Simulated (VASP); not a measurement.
# C (Pm-3m) in VASP: a series of runs, part 2 of 2

VASP 6.6.1. Earlier steps stand in the parts before.

## Step 3: Single point, PBE

Contents of INCAR:

```
SYSTEM = C
  PREC = Accurate
  ENCUT = 520
  EDIFF = 1E-6
  ISMEAR = -1
  SIGMA = 0.06122561905347299
  LREAL = .False.
  LASPH = .True.
  NELM = 60
  ALGO = Normal
  ISIF = 2
  LWAVE = .False.
  LCHARG = .True.
  GGA = PE
  LELF = .True.
  LVHAR = .True.
  NBANDS = 8
```

Contents of KPOINTS:

```
Automatic mesh
0
Gamma
  21 21 21
  0 0 0
```

Contents of POSCAR:

```
C
1.0
    1.7525549836      0.0000000000      0.0000000000
    0.0000000000      1.7525549836      0.0000000000
    0.0000000000      0.0000000000      1.7525549836
C
1
Direct
    0.0000000000      0.0000000000      0.0000000000
```

Potentials or basis: VASP PAW PBE potentials, release 64 (C).

The run is started by

```sh
$ cat potpaw_PBE.64/C/POTCAR > POTCAR
$ mpirun -np 1 vasp_std > vasp.out
```

OUTCAR:

```text
SYSTEM = C
   PREC = Accurate
   ENCUT = 520
   EDIFF = 1E-6
   ISMEAR = -1
   LREAL = .False.
   LASPH = .True.
   NELM = 60
   ISIF = 2
   GGA = PE

 ion  position               nearest neighbor table
   1  0.000  0.000  0.000-

  LATTYP: Found a simple cubic cell.
 ALAT       =     1.7525549836

  Lattice vectors:

 A1 = (   1.7525549836,   0.0000000000,   0.0000000000)
 A2 = (   0.0000000000,   1.7525549836,   0.0000000000)
 A3 = (   0.0000000000,   0.0000000000,   1.7525549836)

Analysis of symmetry for initial positions (statically):
=====================================================================
 Subroutine PRICEL returns:
 Original cell was already a primitive cell.

 Routine SETGRP: Setting up the symmetry group for a
 simple cubic supercell.

 Subroutine GETGRP returns: Found 48 space group operations
[... 9 lines left out ...]

 Routine SETGRP: Setting up the symmetry group for a
 simple cubic supercell.

 Subroutine GETGRP returns: Found 48 space group operations
[... 11 lines left out ...]
                                     Primitive cell

  volume of cell :       5.3829

  direct lattice vectors                    reciprocal lattice vectors
     1.752554984  0.000000000  0.000000000     0.570595507  0.000000000  0.000000000
     0.000000000  1.752554984  0.000000000     0.000000000  0.570595507  0.000000000
     0.000000000  0.000000000  1.752554984     0.000000000  0.000000000  0.570595507

  length of vectors
     1.752554984  1.752554984  1.752554984     0.570595507  0.570595507  0.570595507

  position of ions in fractional coordinates (direct lattice)
     0.000000000  0.000000000  0.000000000

  ion indices of the primitive-cell ions
   primitive index   ion index
                 1           1

----------------------------------------------------------------------------------------
[... 87 lines left out ...]
   IALGO  =     38    algorithm
   IMIX   =      4    mixing-type and parameters
     AMIX     =   0.40;   BMIX     =  1.00
     AMIX_MAG =   1.60;   BMIX_MAG =  1.00
  volume/ion in A,a.u.               =       5.38        36.33
  Fermi-wavevector in a.u.,A,eV,Ry     =   1.482825  2.802133 29.916074  2.198769
  Thomas-Fermi vector in A             =   2.596563
   LORBIT       =      0    0 simple, 1 ext, 2 COOP (PROOUT), +10 PAW based schemes
   GGA     = PE    functional components
   LHFCALC =     F    Hartree Fock is set to
   AEXX    =    0.0000 exact exchange contribution
   IVDW    =     0    specifies the selected vdW correction
   LEPSILON=     F    determine dielectric tensor
   LRPA    =     F    only Hartree local field effects (RPA)
 non-spin polarized calculation
  energy-cutoff  :      520.00
  volume of cell :        5.38
 maximum number of plane-waves:       155
 NGX is ok and might be reduce to    14
   NGX =  7   NGY =  7   NGZ =  7

 number of electron       4.0000001 magnetization

 Free energy of the ion-electron system (eV)
  ---------------------------------------------------
  ext. energy  EPLUGINS =         0.00000000
  ---------------------------------------------------
  free energy    TOTEN  =        -6.45272860 eV

  energy without entropy =       -6.44801220  energy(sigma->0) =       -6.45037040

 E-fermi :  11.5900     XC(G=0): -14.0060

 val. band max:       11.5889447167   @ k =   0.4286   0.3810   0.0476
 cond. band min:      11.6148356956   @ k =   0.4286   0.3810   0.3333
 fundamental gap:      0.0258909789
 Fermi energy:        11.5899800032

 k-point     1 :       0.0000    0.0000    0.0000
  band No.  band energies     occupation
      1     -11.2347      2.00000
      2      21.0505      0.00000
      3      21.0505      0.00000
      4      21.0505      0.00000
      5      37.2912      0.00000
      6      37.2912      0.00000
      7      43.4310      0.00000
      8      68.6948      0.00000
[... 243 lines left out ...]
 k-point    24 :       0.1905    0.0952    0.0000
  band No.  band energies     occupation
      1      -9.4205      2.00000
      2      13.8357      0.00000
      3      19.9410      0.00000
      4      22.2243      0.00000
      5      40.7323      0.00000
      6      42.3706      0.00000
      7      46.4730      0.00000
      8      59.7502      0.00000

 [... further k-points ...]

------------------------ aborting loop because EDIFF is reached ----------------------------------------

  FORCE on cell =-STRESS in cart. coord.  units (eV):
  Direction    XX          YY          ZZ          XY          YZ          ZX
  --------------------------------------------------------------------------------------
  -------------------------------------------------------------------------------------
  Total        0.4037700      0.4037700      0.4037700     -0.0000000     -0.0000000      0.0000000
  in kB      120.1792863    120.1792863    120.1792863     -0.0000000     -0.0000000      0.0000000
  external PRESSURE =     120.1792863 kB  Pullay stress =       0.0000000 kB

 VOLUME and BASIS-vectors are now :
 -----------------------------------------------------------------------------
  energy-cutoff  :      520.00
  volume of cell :        5.38
      direct lattice vectors                 reciprocal lattice vectors
     1.752554984  0.000000000  0.000000000     0.570595507  0.000000000  0.000000000
     0.000000000  1.752554984  0.000000000     0.000000000  0.570595507  0.000000000
     0.000000000  0.000000000  1.752554984     0.000000000  0.000000000  0.570595507

 POSITION                                       TOTAL-FORCE (eV/Angst)
 -----------------------------------------------------------------------------------
      0.00000      0.00000      0.00000         0.000000      0.000000      0.000000
 -----------------------------------------------------------------------------------
    total drift:                                0.000000     -0.000000     -0.000000

  FREE ENERGIE OF THE ION-ELECTRON SYSTEM (eV)
  ---------------------------------------------------
  free  energy   TOTEN  =        -6.4527286012 eV

  energy  without entropy=       -6.4480121954  energy(sigma->0) =       -6.45037040
```

OSZICAR:

```text
N       E                     dE             d eps       ncg     rms          rms(c)
DAV:   1    -0.500683480487E+01   -0.50068E+01   -0.25699E+03  5272   0.498E+02
DAV:   2    -0.646644931267E+01   -0.14596E+01   -0.13439E+01  5944   0.283E+01
DAV:   3    -0.646910483206E+01   -0.26555E-02   -0.26550E-02  5400   0.130E+00
DAV:   4    -0.646910525820E+01   -0.42614E-06   -0.42652E-06  6928   0.155E-02
DAV:   5    -0.646910525887E+01   -0.67524E-09   -0.63063E-10  5288   0.941E-05    0.206E+00
DAV:   6    -0.645432368363E+01    0.14782E-01   -0.13030E-02  5128   0.747E-01    0.129E+00
DAV:   7    -0.645257911748E+01    0.17446E-02   -0.18269E-02  5080   0.947E-01    0.166E-01
DAV:   8    -0.645272975049E+01   -0.15063E-03   -0.27843E-04  4976   0.134E-01    0.184E-02
DAV:   9    -0.645272786782E+01    0.18827E-05   -0.18907E-05  6048   0.301E-02    0.907E-03
DAV:  10    -0.645272860120E+01   -0.73338E-06   -0.42377E-07  5112   0.560E-03
   1 F= -.64527286E+01 E0= -.64503704E+01  d E =-.471641E-02
```

stdout:

```text
POSCAR found type information on POSCAR C
 POSCAR found :  1 types and       1 ions
 scaLAPACK will be used
 LDA part: xc-table for (Slater+PW92), standard interpolation
 POSCAR, INCAR and KPOINTS ok, starting setup
 FFT: planning ... GRIDC
 FFT: planning ... GRID_SOFT
 FFT: planning ... GRID
 WAVECAR not read
 entering main loop
```

Run time: 13 s. Hardware: 1 thread of AMD EPYC 7R13, shared host; peak memory 0.08 GiB.

Results:

```
Free energy            : -6.4527 eV
Pressure               : 12.0 GPa
Band gap on the k mesh : zero (band 2 reaches 21.05 eV, above the bottom of band 3 at 9.16 eV)
```

## Step 4: Single point, PBE

This run uses another cell than the first one, of 5.50 Å³/atom, 1.021 times its volume.

Contents of INCAR:

```
SYSTEM = C
ALGO = Normal ; EDIFF = 1E-6
ENCUT = 520 ; GGA = PE
ISIF = 2 ; ISMEAR = -1
LASPH = .True. ; LCHARG = .True.
LELF = .True. ; LREAL = .False.
LVHAR = .True. ; LWAVE = .False.
NBANDS = 8 ; NELM = 100
PREC = Accurate ; SIGMA = 0.06122561905347299
```

Contents of KPOINTS:

```
k-points
0
Gamma
  21 21 21
  0 0 0
```

Contents of POSCAR:

```
C
1.0
    1.7646419516      0.0000000000      0.0000000000
    0.0000000000      1.7646419516      0.0000000000
    0.0000000000      0.0000000000      1.7646419516
C
1
Direct
    0.0000000000      0.0000000000      0.0000000000
```

The run is started by

```sh
$ cat potpaw_PBE.64/C/POTCAR > POTCAR
$ mpirun -np 1 vasp_std > vasp.out
```

Wall time 16 s (1 thread of AMD EPYC 7R13, shared host); peak memory 0.08 GiB.

The run converged. Its results:

* Free energy: -6.4589 eV
* Pressure: 5.3 GPa
* Band gap on the k mesh: zero (band 2 reaches 20.55 eV, above the bottom of band 3 at 8.72 eV)

Levels at points of the mesh, in eV from the Fermi level:
```
           k point  band 1  band 2  band 3  band 4  band 5  band 6
(0.00, 0.00, 0.00)  -22.48    9.32    9.32    9.32   25.52   25.52
```

## Step 5: Single point, PBE

This run uses another cell than the first one, of 5.61 Å³/atom, 1.042 times its volume.

Contents of INCAR:

```
SYSTEM = C
PREC = Accurate ; ENCUT = 520
EDIFF = 1E-7 ; ISMEAR = -1
SIGMA = 0.06122561905347299 ; LREAL = .False.
LASPH = .True. ; NELM = 80
ALGO = Normal ; ISIF = 2
LWAVE = .False. ; LCHARG = .False.
GGA = PE ; NBANDS = 8
```

Contents of KPOINTS:

```
Automatic mesh
0
Gamma
  21 21 21
  0 0 0
```

Contents of POSCAR:

```
C
1.0
    1.7765655697      0.0000000000      0.0000000000
    0.0000000000      1.7765655697      0.0000000000
    0.0000000000      0.0000000000      1.7765655697
C
1
Direct
    0.0000000000      0.0000000000      0.0000000000
```

Potentials or basis: VASP PAW PBE potentials, release 64 (C).

The run is started by

```sh
$ cat potpaw_PBE.64/C/POTCAR > POTCAR
$ mpirun -np 1 vasp_std > vasp.out
```

OUTCAR:

```text
SYSTEM = C
   PREC = Accurate
   ENCUT = 520
   EDIFF = 1E-7
   ISMEAR = -1
   LREAL = .False.
   LASPH = .True.
   NELM = 80
   ISIF = 2
   GGA = PE

 ion  position               nearest neighbor table
   1  0.000  0.000  0.000-

  LATTYP: Found a simple cubic cell.
 ALAT       =     1.7765655697

  Lattice vectors:

 A1 = (   1.7765655697,   0.0000000000,   0.0000000000)
 A2 = (   0.0000000000,   1.7765655697,   0.0000000000)
[... 441 lines left out ...]
      6      40.8569      0.00000
      7      44.9828      0.00000
      8      57.9694      0.00000

 [... further k-points ...]

------------------------ aborting loop because EDIFF is reached ----------------------------------------

  FORCE on cell =-STRESS in cart. coord.  units (eV):
  Direction    XX          YY          ZZ          XY          YZ          ZX
  --------------------------------------------------------------------------------------
  -------------------------------------------------------------------------------------
  Total       -0.0272227     -0.0272227     -0.0272227     -0.0000000      0.0000000      0.0000000
  in kB       -7.7785353     -7.7785353     -7.7785353     -0.0000000      0.0000000      0.0000000
  external PRESSURE =      -7.7785353 kB  Pullay stress =       0.0000000 kB

 VOLUME and BASIS-vectors are now :
 -----------------------------------------------------------------------------
  energy-cutoff  :      520.00
  volume of cell :        5.61
      direct lattice vectors                 reciprocal lattice vectors
     1.776565570  0.000000000  0.000000000     0.562883812  0.000000000  0.000000000
     0.000000000  1.776565570  0.000000000     0.000000000  0.562883812  0.000000000
     0.000000000  0.000000000  1.776565570     0.000000000  0.000000000  0.562883812

 POSITION                                       TOTAL-FORCE (eV/Angst)
 -----------------------------------------------------------------------------------
      0.00000      0.00000      0.00000         0.000000      0.000000      0.000000
 -----------------------------------------------------------------------------------
    total drift:                               -0.000000     -0.000000     -0.000000

  FREE ENERGIE OF THE ION-ELECTRON SYSTEM (eV)
  ---------------------------------------------------
  free  energy   TOTEN  =        -6.4605524110 eV

  energy  without entropy=       -6.4556605576  energy(sigma->0) =       -6.45810648
```

Wall time 16 s (1 thread of AMD EPYC 7R13, shared host); peak memory 0.08 GiB.

What came out:

| Quantity | Value |
| --- | --- |
| Free energy | -6.4606 eV |
| Pressure | -0.8 GPa |
| Band gap on the k mesh | zero (band 2 reaches 20.07 eV, above the bottom of band 3 at 8.30 eV) |

Levels at points of the mesh, in eV from the Fermi level:
```csv
k point,band 1,band 2,band 3,band 4,band 5,band 6,band 7
"(0.00, 0.00, 0.00)",-22.14,9.19,9.19,9.19,25.35,25.35,30.87
```

## Step 6: Single point, PBE

This run uses another cell than the first one, of 5.61 Å³/atom, 1.042 times its volume.

Contents of INCAR:

```
  ALGO = Normal
  EDIFF = 1E-6
  ENCUT = 520
  GGA = PE
  ISIF = 2
  ISMEAR = -1
  LASPH = True
  LCHARG = False
  LREAL = False
  LWAVE = False
  NBANDS = 8
  NELM = 80
  PREC = Accurate
  SIGMA = 0.06122561905347299
```

Contents of KPOINTS:

```
k-points
0
Gamma
  21 21 21
```

POSCAR is that of step 5.

Potentials or basis: VASP PAW PBE potentials, release 64 (C).

The run is started by

```sh
$ cat potpaw_PBE.64/C/POTCAR > POTCAR
$ mpirun -np 1 vasp_std > vasp.out
```

Run time: 13 s. Hardware: 1 thread of AMD EPYC 7R13, shared host; peak memory 0.08 GiB.

It converged, with:

```yaml
Free_energy: -6.4606 eV
Pressure: -0.8 GPa
Band_gap_on_the_k_mesh: zero (band 2 reaches 20.07 eV, above the bottom of band 3 at 8.30 eV)
```

Levels at points of the mesh, in eV from the Fermi level:
| k point | band 1 | band 2 | band 3 | band 4 | band 5 | band 6 |
| --- | --- | --- | --- | --- | --- | --- |
| (0.00, 0.00, 0.00) | -22.14 | 9.19 | 9.19 | 9.19 | 25.35 | 25.35 |

## Step 7: The runs side by side

| cell | gap on the mesh (eV) | pressure (GPa) |
| --- | --- | --- |
| a = 1.753 Å, 1 atom | none | 12.0 |
| a = 1.765 Å, 1 atom | none | 5.3 |
| a = 1.777 Å, 1 atom | none | -0.8 |

Alike in all rows: task single point; level PBE; potentials or basis VASP PAW PBE potentials, release 64 (C); no spin polarisation; k mesh 21 × 21 × 21; cutoff (eV) 520; smearing fermi-dirac 0.0612256 eV.

Absolute energies hang on the potentials; compare differences alone.
